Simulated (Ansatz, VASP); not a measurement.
# Hf3SnS8: VASP beside Ansatz

```xyz
12
Lattice="3.6639 0.0000 0.0000 -1.8320 3.1731 0.0000 0.0000 0.0000 27.4723" Properties=species:S:1:pos:R:3 pbc="T T T"
Hf    0.0000    0.0000    6.9146
Hf    0.0000    0.0000   13.7362
Hf    0.0000    0.0000   20.5578
Sn    0.0000    0.0000    0.0000
S     0.0000    2.1154    1.4912
S     0.0000    2.1154    8.3554
S     0.0000    2.1154   15.1771
S     0.0000    2.1154   21.9987
S     1.8320    1.0577    5.4736
S     1.8320    1.0577   12.2952
S     1.8320    1.0577   19.1169
S     1.8320    1.0577   25.9811
```

Alike in both runs: functional PBE; k mesh 12 × 12 × 1; occupations gaussian, width 0.02 eV; no spin polarisation.

Ansatz relaxed the structure, and its values are those at the end. VASP's run is a single point on that final structure, the one shown.

```csv
,VASP,Ansatz
version,VASP 6.6.1,Ansatz 0.2.0
potentials or method,"VASP PAW PBE potentials, release 64 (Hf_pv, Sn_d, S), cutoff 520 eV","scalar-relativistic, plane waves, PAW"
valence electrons in the cell,92,140
```

```csv
,VASP,Ansatz,Ansatz less VASP
gap on the k mesh at the Fermi level (eV),1.22,1.20,-0.024
least direct gap on the mesh (eV),1.79,1.80,+0.002
pressure (GPa),-0.4,0.0,+0.40
rms of the force components (eV/Å),0.027,0.001,-0.0261
```

The functional is the same, so the differences come from potentials, cutoffs and numerics. VASP's potentials hold 92 valence electrons a cell and Ansatz's 140, so a difference there can come from the potentials and not from the codes.

Spin-orbit coupling is off throughout.
